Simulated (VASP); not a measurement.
A run of VASP 6.6.1 is set up as follows.

The input INCAR:

```
SYSTEM = Ti3SiO8
PREC     = Accurate       ! precision mode
ENCUT    = 520            ! plane-wave cutoff, eV
EDIFF    = 1E-6           ! SCF threshold, eV
ISMEAR   = -1             ! smearing method
SIGMA    = 0.02           ! smearing width, eV
LREAL    = .FALSE.        ! projectors in reciprocal space
LASPH    = .TRUE.         ! aspherical terms in the spheres
NELM     = 100            ! most SCF steps
ALGO     = Normal         ! electronic algorithm
ISIF     = 2              ! what is computed and relaxed
LWAVE    = .FALSE.        ! write WAVECAR
LCHARG   = .FALSE.        ! write CHGCAR
GGA      = PE             ! functional
NBANDS   = 56             ! bands
```

Contents of KPOINTS:

```
regular mesh
0
G
  6 6 6
  0 0 0
```

POSCAR

```
Ti3SiO8
1.0
    4.4398296821      0.0410554323     -0.0004016020
    0.0415560235      4.8027511095     -0.0001410868
    0.0004444814      0.0001222214      5.3585433511
Si Ti O
1 3 8
Direct
    0.2500004747      0.2043329589      0.0930316533
    0.2499994081      0.7043359115      0.4173391728
    0.7500075803      0.2043359477      0.5919200508
    0.7499921005      0.7043378257      0.9364227909
    0.0264415338      0.3679598216      0.3481035808
    0.0324055172      0.8992232142      0.1238784564
    0.5294245411      0.5426909817      0.6335880767
    0.5006969157      1.0459529527      0.8750710869
    0.4735616045      1.0407025451      0.3481034551
    0.4675944490      0.5094401120      0.1238792653
    0.9992998259      0.3627129578      0.8750711806
    0.9705760492      0.8659747709      0.6335912303
```

Potentials or basis: VASP PAW PBE potentials, release 64 (Si, Ti_sv, O).

Launch:

```console
$ cat potpaw_PBE.64/Si/POTCAR potpaw_PBE.64/Ti_sv/POTCAR potpaw_PBE.64/O/POTCAR > POTCAR
$ mpirun -np 1 vasp_std > vasp.out
```

Problem. Estimate the pressure.

Solution. 6.8 GPa.

Problem. What does it give for the largest force?

Solution. 0.094 eV/Å.

Problem. Estimate the band gap on the k mesh.

Solution. 2.18 eV (least direct gap 2.42 eV).

Stress tensor (GPa, compression positive):
```
 6.77 -0.01  0.00
-0.01  7.09  0.00
 0.00  0.00  6.66
```

Caveat: the cell stands under pressure. A k mesh can miss the band edges.
